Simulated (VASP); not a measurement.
A run of VASP 6.6.1 is set up as follows.

Contents of INCAR:

```
ALGO = Normal
EDIFF = 1E-7
EDIFFG = -0.01
ENCUT = 600
GGA = PE
IBRION = 2
ISIF = 3
ISMEAR = 0
LASPH = T
LCHARG = F
LREAL = F
LWAVE = F
NELM = 80
NSW = 100
PREC = Accurate
SIGMA = 0.1
```

Contents of KPOINTS:

```
k-points
0
Gamma
  12 12 10
```

POSCAR

```
Si2GeN
1.0
    3.6309166113      0.0000000000      0.0000000000
    0.0000000000      3.6309166113      0.0000000000
    0.0000000000      0.0000000000      4.6766841826
Si Ge N
2 1 1
Direct
    0.5000000000      0.0000000000      0.8184739630
    0.0000000000      0.5000000000      0.1815260370
    0.0000000000      0.0000000000      0.5000000000
    0.5000000000      0.5000000000      0.0000000000
```

Potentials or basis: VASP PAW PBE potentials, release 64 (Si, Ge_d, N).

Run with:

```console
$ cat potpaw_PBE.64/Si/POTCAR potpaw_PBE.64/Ge_d/POTCAR potpaw_PBE.64/N/POTCAR > POTCAR
$ mpirun -np 1 vasp_std > vasp.out
```

Q: Predict the relaxed volume.

A: 15.38 Å³/atom.

Q: Estimate the space group after relaxing (to 0.1 Å).

A: P-4m2 (No. 115).

Final structure:
```
Si Ge N
1.0
     3.62789    0.00000    0.00000
     0.00000    3.62789    0.00000
     0.00000    0.00000    4.67335
Si Ge N
2 1 1
Direct
  0.50000 0.00000 0.81848
  0.00000 0.50000 0.18152
  0.00000 0.00000 0.50000
  0.50000 0.50000 0.00000
```
